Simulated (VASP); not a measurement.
Write the native input for VASP 6.6.1 that does the following.

- Task: single point
- Functional: PBE
- Potentials or basis: VASP PAW PBE potentials, release 64 (P, C)
- Cutoff: 520 eV
- k mesh: 4 × 4 × 4
- Occupations: gaussian, width 0.1 eV
- Spin: no spin polarisation
- Dipole correction: no
- Further INCAR settings: ALGO = Normal; EDIFF = 1e-06; NBANDS = 35

The structure of P4C lies in POSCAR:

```
P4C
1.0
   -0.0006963737      3.1345829310      0.0004868138
   -0.6370526553      0.0004600085      5.5274899237
   13.0480020586     -1.5724281072     -0.4266880834
P C
8 2
Direct
    0.0464769105      0.8030073223      0.0932765505
    0.9528242406      0.1969966983      0.9068012267
    0.1232792037      0.0548300385      0.2461082124
    0.6577299285      0.8424573329      0.3145261460
    0.7324283321      0.1042295057      0.4646777671
    0.8770878139      0.9452838936      0.7538981136
    0.3426246492      0.1574134433      0.6853442853
    0.2679123767      0.8955922134      0.5352043651
    0.4802466304      0.0690036268      0.9613552091
    0.5193899143      0.9311859252      0.0388081241
```

These files were run (other wordings do the same):

INCAR

```
SYSTEM = P4C
PREC     = Accurate       ! precision mode
ENCUT    = 520            ! plane-wave cutoff, eV
EDIFF    = 1E-6           ! SCF threshold, eV
ISMEAR   = 0              ! smearing method
SIGMA    = 0.1            ! smearing width, eV
LREAL    = .False.        ! projectors in reciprocal space
LASPH    = .True.         ! aspherical terms in the spheres
NELM     = 60             ! most SCF steps
ALGO     = Normal         ! electronic algorithm
ISIF     = 2              ! what is computed and relaxed
LWAVE    = .False.        ! write WAVECAR
LCHARG   = .False.        ! write CHGCAR
GGA      = PE             ! functional
NBANDS   = 35             ! bands
```

KPOINTS

```
Automatic mesh
0
Gamma
  4 4 4
  0 0 0
```

Potentials or basis: VASP PAW PBE potentials, release 64 (P, C).

The run is started by

```bash
$ cat potpaw_PBE.64/P/POTCAR potpaw_PBE.64/C/POTCAR > POTCAR
$ mpirun -np 1 vasp_std > vasp.out
```

Results of the run:

```yaml
Pressure: -0.3 GPa
Largest_force: 0.114 eV/Å
Band_gap_on_the_k_mesh: 1.41 eV (least direct gap 1.58 eV)
```

Caveat: the k points lie up to 0.50 Å⁻¹ apart.

Run time: 2.8 min on 1 thread of AMD EPYC 9R45 96-Core Processor (Zen 5) (shared host), peak memory 0.38 GiB.
